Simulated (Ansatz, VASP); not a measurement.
# Two plane-wave programs on W

The input POSCAR:

```
W
1.0
    0.0000000000      2.0300000000      2.0300000000
    2.0300000000      0.0000000000      2.0300000000
    2.0300000000      2.0300000000      0.0000000000
W
1
Direct
    0.0000000000      0.0000000000      0.0000000000
```

The input INCAR.step1:

```
SYSTEM = W
PREC = Accurate ; ENCUT = 520
ISMEAR = 0 ; SIGMA = 0.1
LREAL = .False. ; LASPH = .True.
NELM = 100 ; NBANDS = 13
GGA = PE ; ALGO = Normal
EDIFF = 1E-4 ; LWAVE = .True.
LCHARG = .False.
```

File INCAR.step2:

```
SYSTEM = W
PREC = Accurate ; ENCUT = 520
EDIFF = 1E-6 ; ISMEAR = 0
SIGMA = 0.1 ; LREAL = .False.
LASPH = .True. ; NELM = 100
ALGO = Normal ; ISIF = 2
LWAVE = .False. ; LCHARG = .False.
METAGGA = R2SCAN ; LMIXTAU = .True.
NBANDS = 13 ; ISTART = 1
```

Contents of KPOINTS:

```
regular mesh
0
Gamma
  12 12 12
  0 0 0
```

Input for Ansatz:

```yaml
crystal:
  lattice:
    - [0.0, 2.03, 2.03]
    - [2.03, 0.0, 2.03]
    - [2.03, 2.03, 0.0]
  atoms:
    - { symbol: W, position: [0.0, 0.0, 0.0] }
basis:
  ecutwfc: 750.0
kpoints:
  mp_grid:
    grid: [12, 12, 12]
hamiltonian:
  xc: r2scan
scf:
  occupations:
    method: gaussian
    width: 0.1
output:
  stress: true
```

Alike in both runs: task single point; functional r2SCAN; k mesh 12 × 12 × 12; occupations gaussian, width 0.1 eV; no spin polarisation.

|  | VASP | Ansatz |
| --- | --- | --- |
| version | VASP 6.6.1 | Ansatz 0.2.0 |
| potentials or method | VASP PAW PBE potentials, release 64 (W_sv), cutoff 520 eV | plane waves, PAW |
| valence electrons in the cell | 14 | 14 |

```csv
,VASP,Ansatz,Ansatz less VASP
pressure (GPa),-8.4,-9.4,-0.99
```

VASP's potentials were made for PBE, not for r2SCAN. With one functional, cell and mesh, what is left measures potentials, basis and numerics.

Neither program's run includes spin-orbit coupling.
